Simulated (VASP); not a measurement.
Write the native input for VASP 6.6.1 that does the following.

```
Task                   : single point
Functional             : PBE
Potentials or basis    : VASP PAW PBE potentials, release 64 (Os)
Cutoff                 : 520 eV
k mesh                 : 17 × 17 × 17
Occupations            : fermi-dirac, width 0.08 eV
Spin                   : no spin polarisation
Dipole correction      : no
Further INCAR settings : ALGO = Normal; EDIFF = 1e-07; NBANDS = 10
```

The structure of Os lies in POSCAR:

```
Os
1.0
    2.5579363325      0.0000000000      0.0000000000
    0.0000000000      2.5579363325      0.0000000000
    0.0000000000      0.0000000000      2.5579363325
Os
1
Direct
    0.0000000000      0.0000000000      0.0000000000
```

One way to write it, as run:

INCAR

```
  PREC = Accurate
  ENCUT = 520
  EDIFF = 1E-7
  ISMEAR = -1
  SIGMA = 0.08
  LREAL = F
  LASPH = T
  NELM = 100
  ALGO = Normal
  ISIF = 2
  LWAVE = F
  LCHARG = F
  GGA = PE
  NBANDS = 10
```

KPOINTS

```
Automatic mesh
0
Gamma
  17 17 17
```

Potentials or basis: VASP PAW PBE potentials, release 64 (Os).

The run is started by

```bash
$ cat potpaw_PBE.64/Os/POTCAR > POTCAR
$ mpirun -np 1 vasp_std > vasp.out
```

It gave:

* Pressure: -0.3 GPa
* Band gap on the k mesh: zero (band 4 reaches 11.77 eV, above the bottom of band 5 at 6.19 eV)

Caveat: spin-orbit coupling is left out, which moves the levels of the heavy elements.

Run time: 27 s on 1 thread of Intel(R) Xeon(R) Platinum 8259CL CPU @ 2.50GHz (Skylake/Cascade Lake), with other jobs on the host, peak memory 0.14 GiB.
